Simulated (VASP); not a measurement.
# Ir4O in VASP: notebook

The runs below take Ir4O through single point, with PBE.

All numbers are computed with VASP 6.6.1; they aren't measurements. Logs are shortened: lines on timing, memory, paths and dates and some standing lists are left out, and cuts for length are marked.

## (1) The cell of the first run

The cell holds a slab with vacuum, 5 atoms: a = 2.737 Å, b = 3.870 Å, c = 19.460 Å, α = 90.00°, β = 90.00°, γ = 90.00°.

## (2) Single point, PBE

Input file INCAR:

```
ALGO = Normal
DIPOL = 0.5 0.5 0.344
EDIFF = 1E-6
ENCUT = 520
GGA = PE
GGA_COMPAT = False
IDIPOL = 3
ISIF = 2
ISMEAR = 0
LASPH = True
LCHARG = True
LDIPOL = True
LELF = True
LREAL = False
LVACPOTAV = True
LVHAR = True
LWAVE = False
NBANDS = 45
NELM = 120
NELMDL = -8
PREC = Accurate
SIGMA = 0.1
```

Input file KPOINTS:

```
k-points
0
Gamma
  10 7 1
```

Input file POSCAR:

```
Ir4O
1.0
    2.7367600872      0.0000000000      0.0000000000
    0.0000000000      3.8703632323      0.0000000000
    0.0000000000      0.0000000000     19.4599433740
Ir O
4 1
Direct
    0.5000000000      0.5000000000      0.2055504440
    0.0000000000      0.0000000000      0.2758682253
    0.5000000000      0.5000000000      0.3454282602
    0.0000000000      0.0000000000      0.4090424736
    0.0000000000      0.2500000000      0.4845731710
```

Potentials or basis: VASP PAW PBE potentials, release 64 (Ir_sv_GW, O).

On the command line:

```sh
$ cat potpaw_PBE.64/Ir_sv_GW/POTCAR potpaw_PBE.64/O/POTCAR > POTCAR
$ mpirun -np 1 vasp_std > vasp.out
```

OUTCAR:

```text
EDIFF = 1E-6
   ENCUT = 520
   GGA = PE
   ISIF = 2
   ISMEAR = 0
   LASPH = True
   LREAL = False
   NELM = 120
   NELMDL = -8
   PREC = Accurate

 ion  position               nearest neighbor table
   1  0.500  0.500  0.206-   3 2.72   2 2.74   2 2.74   2 2.74   2 2.74
   2  0.000  0.000  0.276-   4 2.59   3 2.73   3 2.73   3 2.73   3 2.73   1 2.74   1 2.74   1 2.74
                             1 2.74
   3  0.500  0.500  0.345-   4 2.67   4 2.67   4 2.67   4 2.67   1 2.72   2 2.73   2 2.73   2 2.73
                             2 2.73
   4  0.000  0.000  0.409-   5 1.76   2 2.59   3 2.67   3 2.67   3 2.67   3 2.67
   5  0.000  0.250  0.485-   4 1.76

  LATTYP: Found a simple orthorhombic cell.
 ALAT       =     2.7367600872
 B/A-ratio  =     1.4142135624
 C/A-ratio  =     7.1105770159

  Lattice vectors:

 A1 = (   2.7367600872,   0.0000000000,   0.0000000000)
 A2 = (   0.0000000000,   3.8703632323,   0.0000000000)
 A3 = (   0.0000000000,   0.0000000000,  19.4599433740)

Analysis of symmetry for initial positions (statically):
=====================================================================
 Subroutine PRICEL returns:
 Original cell was already a primitive cell.

 Routine SETGRP: Setting up the symmetry group for a
 simple orthorhombic supercell.

 Subroutine GETGRP returns: Found  2 space group operations
 (whereof  2 operations were pure point group operations)
 out of a pool of  8 trial point group operations.

The static configuration has the point symmetry C_1h.

Analysis of symmetry for dynamics (positions and initial velocities):
=====================================================================
 Subroutine PRICEL returns:
 Original cell was already a primitive cell.

 Routine SETGRP: Setting up the symmetry group for a
 simple orthorhombic supercell.

 Subroutine GETGRP returns: Found  2 space group operations
 (whereof  2 operations were pure point group operations)
 out of a pool of  8 trial point group operations.

The dynamic configuration has the point symmetry C_1h.

 Subroutine INISYM returns: Found  2 space group operations
 (whereof  2 operations are pure point group operations),
 and found     1 'primitive' translations

----------------------------------------------------------------------------------------

                                     Primitive cell

  volume of cell :     206.1247

  direct lattice vectors                    reciprocal lattice vectors
     2.736760087  0.000000000  0.000000000     0.365395566  0.000000000  0.000000000
     0.000000000  3.870363232  0.000000000     0.000000000  0.258373682  0.000000000
     0.000000000  0.000000000 19.459943374     0.000000000  0.000000000  0.051387611

  length of vectors
     2.736760087  3.870363232 19.459943374     0.365395566  0.258373682  0.051387611

  position of ions in fractional coordinates (direct lattice)
     0.500000000  0.500000000  0.205550444
     0.000000000  0.000000000  0.275868225
     0.500000000  0.500000000  0.345428260
     0.000000000  0.000000000  0.409042474
     0.000000000  0.250000000  0.484573171

  ion indices of the primitive-cell ions
   primitive index   ion index
                 1           1
                 2           2
                 3           3
                 4           4
                 5           5

----------------------------------------------------------------------------------------

 KPOINTS: k-points

Automatic generation of k-mesh.
 Grid dimensions read from file:
 generate k-points for:   10    7    1

 Generating k-lattice:

  Cartesian coordinates                     Fractional coordinates (reciprocal lattice)
     0.036539557  0.000000000  0.000000000     0.100000000  0.000000000  0.000000000
     0.000000000  0.036910526  0.000000000     0.000000000  0.142857143  0.000000000
     0.000000000  0.000000000  0.051387611     0.000000000  0.000000000  1.000000000

  Length of vectors
     0.036539557  0.036910526  0.051387611

  Shift w.r.t. Gamma in fractional coordinates (k-lattice)
     0.000000000  0.000000000  0.000000000

 Subroutine IBZKPT returns following result:
 ===========================================

 Found     24 irreducible k-points:

 Following reciprocal coordinates:
            Coordinates               Weight
  0.000000  0.000000  0.000000      1.000000
  0.100000  0.000000  0.000000      2.000000
  0.200000  0.000000  0.000000      2.000000
  0.300000  0.000000  0.000000      2.000000
  0.400000  0.000000  0.000000      2.000000
  0.500000  0.000000  0.000000      1.000000
[... 16 lines left out ...]
  0.400000  0.428571  0.000000      4.000000
  0.500000  0.428571  0.000000      2.000000
   k-points           NKPTS =     24   k-points in BZ     NKDIM =     24   number of bands    NBANDS=     45
   number of dos      NEDOS =    301   number of ions     NIONS =      5
   total plane-waves  NPLWV =  90000
   dimension x,y,z NGX =    20 NGY =   30 NGZ =  150
   dimension x,y,z NGXF=    40 NGYF=   60 NGZF=  300
   ions per type =               4   1
   NGX,Y,Z   is equivalent  to a cutoff of  12.15, 12.89, 12.81 a.u.
   NGXF,Y,Z  is equivalent  to a cutoff of  24.30, 25.77, 25.63 a.u.
 SYSTEM =  unknown system
   PREC   = accura    normal or accurate (medium, high low for compatibility)
   ISTART =      0    job   : 0-new  1-cont  2-samecut
   ICHARG =      2    charge: 1-file 2-atom 10-const
   ISPIN  =      1    spin polarized calculation?
   LNONCOLLINEAR =      F non collinear calculations
   LSORBIT =      F    spin-orbit coupling
   LASPH  =      T    aspherical Exc in radial PAW
   ENCUT  =  520.0 eV  38.22 Ry    6.18 a.u.   5.09  7.20 36.18*2*pi/ulx,y,z
   NELM   =    120;   NELMIN=  2; NELMDL= -8     # of ELM steps
   EDIFF  = 0.1E-05   stopping-criterion for ELM
   LREAL  =      F    real-space projection
   EDIFFG = 0.1E-04   stopping-criterion for IOM
   NSW    =      0    number of steps for IOM
   IBRION =     -1    ionic relax: 0-MD 1-quasi-New 2-CG
   NFREE  =      0    steps in history (QN), initial steepest desc. (CG)
   ISIF   =      2    stress and relaxation
   ISYM   =      2    0-nonsym 1-usesym 2-fastsym
   POTIM  = 0.5000    time-step for ionic-motion
   TEBEG  =    0.0;   TEEND  =   0.0 temperature during run
   PSTRESS=    0.0 pullay stress
   NELECT =      74.0000    total number of electrons
   NUPDOWN=      -1.0000    fix difference up-down
   EMIN   =  10.00;   EMAX   =-10.00  energy-range for DOS
   EFERMI =   0.00;   METHOD = LEGACY
   ISMEAR =     0;   SIGMA  =   0.10  broadening in eV -4-tet -1-fermi 0-gaus
   EFERMI_NEDOS =   21; number of points for ismear=-14 and -15
   IALGO  =     38    algorithm
   IMIX   =      4    mixing-type and parameters
     AMIX     =   0.40;   BMIX     =  1.00
     AMIX_MAG =   1.60;   BMIX_MAG =  1.00
  volume/ion in A,a.u.               =      41.22       278.20
  Fermi-wavevector in a.u.,A,eV,Ry     =   1.163524  2.198742 18.419410  1.353788
  Thomas-Fermi vector in A             =   2.300073
   LORBIT       =      0    0 simple, 1 ext, 2 COOP (PROOUT), +10 PAW based schemes
   GGA     = PE    functional components
   LHFCALC =     F    Hartree Fock is set to
   AEXX    =    0.0000 exact exchange contribution
   IVDW    =     0    specifies the selected vdW correction
   LEPSILON=     F    determine dielectric tensor
   LRPA    =     F    only Hartree local field effects (RPA)
 non-spin polarized calculation
 Gauss-broadening in eV      SIGMA  =   0.10
  energy-cutoff  :      520.00
  volume of cell :      206.12
 maximum number of plane-waves:      5602
   NGX = 11   NGY = 15   NGZ = 73

 dipolmoment           0.000000      0.000000     -1.777009 electrons x Angstroem

 number of electron      74.0000002 magnetization

 dipolmoment           0.000000      0.000000      0.117340 electrons x Angstroem

 Free energy of the ion-electron system (eV)
  ---------------------------------------------------
  ext. energy  EPLUGINS =         0.00000000
  ---------------------------------------------------
  free energy    TOTEN  =       -39.85848647 eV

  energy without entropy =      -39.81359957  energy(sigma->0) =      -39.83604302

 E-fermi :  -0.5770     XC(G=0):  -5.5138

 val. band max:       -0.5994698401   @ k =   0.1000   0.2857   0.0000
 cond. band min:      -0.5568921344   @ k =   0.3000   0.0000   0.0000
 fundamental gap:      0.0425777057
 Fermi energy:        -0.5770200478

 k-point     1 :       0.0000    0.0000    0.0000
  band No.  band energies     occupation
      1     -93.9509      2.00000
      2     -93.3525      2.00000
      3     -93.3035      2.00000
      4     -92.5132      2.00000
      5     -51.3374      2.00000
      6     -50.6326      2.00000
[... 37 lines left out ...]
     44       3.5635      0.00000
     45       4.7419      0.00000

 k-point     2 :       0.1000    0.0000    0.0000
  band No.  band energies     occupation
      1     -93.9489      2.00000
      2     -93.3497      2.00000
      3     -93.3024      2.00000
      4     -92.5113      2.00000
      5     -51.3337      2.00000
      6     -50.6211      2.00000
[... 37 lines left out ...]
     44       4.1077      0.00000
     45       5.0111      0.00000

 k-point     3 :       0.2000    0.0000    0.0000
  band No.  band energies     occupation
      1     -93.9440      2.00000
      2     -93.3428      2.00000
      3     -93.3000      2.00000
      4     -92.5067      2.00000
      5     -51.3248      2.00000
      6     -50.5911      2.00000
[... 37 lines left out ...]
     44       5.0852      0.00000
     45       5.8494      0.00000

 k-point     4 :       0.3000    0.0000    0.0000
  band No.  band energies     occupation
      1     -93.9379      2.00000
      2     -93.3337      2.00000
      3     -93.2973      2.00000
      4     -92.5009      2.00000
      5     -51.3147      2.00000
      6     -50.6062      2.00000
[... 901 lines left out ...]
     44       4.4936      0.00000
     45       5.9096      0.00000

 k-point    23 :       0.4000    0.4286    0.0000
  band No.  band energies     occupation
      1     -93.9329      2.00000
      2     -93.3247      2.00000
      3     -93.2970      2.00000
      4     -92.4962      2.00000
      5     -51.3054      2.00000
      6     -50.7393      2.00000
[... 37 lines left out ...]
     44       5.3909      0.00000
     45       6.8886      0.00000

 k-point    24 :       0.5000    0.4286    0.0000
  band No.  band energies     occupation
      1     -93.9310      2.00000
      2     -93.3227      2.00000
      3     -93.2951      2.00000
      4     -92.4943      2.00000
      5     -51.3006      2.00000
      6     -50.7747      2.00000
[... 37 lines left out ...]
     44       5.6673      0.00000
     45       6.0994      0.00000

------------------------ aborting loop because EDIFF is reached ----------------------------------------

  FORCE on cell =-STRESS in cart. coord.  units (eV):
  Direction    XX          YY          ZZ          XY          YZ          ZX
  --------------------------------------------------------------------------------------
  -------------------------------------------------------------------------------------
  Total       -4.7756101     -4.1750833      0.0324279      0.0000000     -0.6702014      0.0000000
  in kB      -37.1201239    -32.4523164      0.2520570      0.0000000     -5.2093779      0.0000000
  external PRESSURE =     -23.1067944 kB  Pullay stress =       0.0000000 kB

 VOLUME and BASIS-vectors are now :
 -----------------------------------------------------------------------------
  energy-cutoff  :      520.00
  volume of cell :      206.12
      direct lattice vectors                 reciprocal lattice vectors
     2.736760087  0.000000000  0.000000000     0.365395566  0.000000000  0.000000000
     0.000000000  3.870363232  0.000000000     0.000000000  0.258373682  0.000000000
     0.000000000  0.000000000 19.459943374     0.000000000  0.000000000  0.051387611

 POSITION                                       TOTAL-FORCE (eV/Angst)
 -----------------------------------------------------------------------------------
      1.36838      1.93518      4.00000         0.000000      0.026391      0.993451
      0.00000      0.00000      5.36838         0.000000     -0.619826     -1.522212
      1.36838      1.93518      6.72201         0.000000      0.951265     -0.619821
      0.00000      0.00000      7.95994         0.000000      0.312820      0.965321
      0.00000      0.96759      9.42977         0.000000     -0.670649      0.183261
 -----------------------------------------------------------------------------------
    total drift:                                0.000000      0.000136     -0.000293

  FREE ENERGIE OF THE ION-ELECTRON SYSTEM (eV)
  ---------------------------------------------------
  free  energy   TOTEN  =       -39.8584864663 eV

  energy  without entropy=      -39.8135995715  energy(sigma->0) =      -39.83604302

 vacuum level on the upper side and lower side of the slab         6.533         4.530
```

Run time: 6.1 min. Hardware: 1 thread of Intel Xeon Platinum 8488C (Sapphire Rapids), shared host; peak memory 0.4 GiB.

What came out:

| Quantity | Value |
| --- | --- |
| Free energy | -39.8585 eV |
| Largest force | 1.644 eV/Å |
| Band gap on the k mesh | zero (bands 37 and 38 overlap by 0.93 eV) |

Forces in eV/Å, atoms in the order of the input:
```
Ir   0.000  0.026  0.993
Ir   0.000 -0.620 -1.522
Ir   0.000  0.951 -0.620
Ir   0.000  0.313  0.965
O    0.000 -0.671  0.183
```

Levels at points of the mesh, in eV from the Fermi level:
```tsv
k point	band 34	band 35	band 36	band 37	band 38	band 39	band 40	band 41
(0.00, 0.00, 0.00)	-1.35	-1.29	-0.93	-0.23	-0.11	0.25	0.48	0.88
(0.50, 0.00, 0.00)	-0.17	0.06	0.61	0.66	0.95	1.15	2.06	2.89
```

Caveat: spin-orbit coupling is left out, which moves the levels of the heavy elements.

## (3) Single point, PBE

Input file INCAR:

```
  PREC = Accurate
  ENCUT = 520
  EDIFF = 1E-6
  ISMEAR = 0
  SIGMA = 0.1
  LREAL = F
  LASPH = T
  NELM = 120
  ALGO = Normal
  ISIF = 2
  LWAVE = F
  LCHARG = F
  LDIPOL = T
  IDIPOL = 3
  DIPOL = 0.5 0.5 0.345
  GGA = PE
  NBANDS = 45
  GGA_COMPAT = F
  NELMDL = -8
```

Input file KPOINTS:

```
regular mesh
0
Gamma
  10 7 1
```

POSCAR: that of step 2 with these lines changed.

```diff
@@ -12,2 +12,2 @@
     0.0000000000      0.0000000000      0.4090424736
-    0.0000000000      0.2500000000      0.4845731710
+    0.3333333333      0.0000000000      0.4872213701
```

Potentials or basis: VASP PAW PBE potentials, release 64 (Ir_sv_GW, O).

On the command line:

```sh
$ cat potpaw_PBE.64/Ir_sv_GW/POTCAR potpaw_PBE.64/O/POTCAR > POTCAR
$ mpirun -np 1 vasp_std > vasp.out
```

It took 4.7 min on 1 thread of Intel Xeon 6975P-C (Granite Rapids), shared host; peak memory 0.39 GiB.

The run converged. Its results:

```
Free energy            : -39.9546 eV
Largest force          : 1.770 eV/Å
Band gap on the k mesh : zero (bands 37 and 38 overlap by 1.05 eV)
```

Forces on the atoms (eV/Å):
```
Ir  -0.041  0.000  0.876
Ir  -0.111  0.000 -1.493
Ir   0.363  0.000 -0.928
Ir  -1.112  0.000  1.377
O    0.900  0.000  0.168
```

Levels at points of the mesh, in eV from the Fermi level:
```csv
k point,band 35,band 36,band 37,band 38,band 39,band 40
"(0.00, 0.00, 0.00)",-1.24,-0.81,-0.57,0.03,0.14,0.45
"(0.50, 0.00, 0.00)",0.05,0.21,0.80,0.87,1.20,1.52
```

Caveat: spin-orbit coupling is left out, which moves the levels of the heavy elements.

The gap in the log of VASP goes by the Fermi energy; the results here count the filled bands.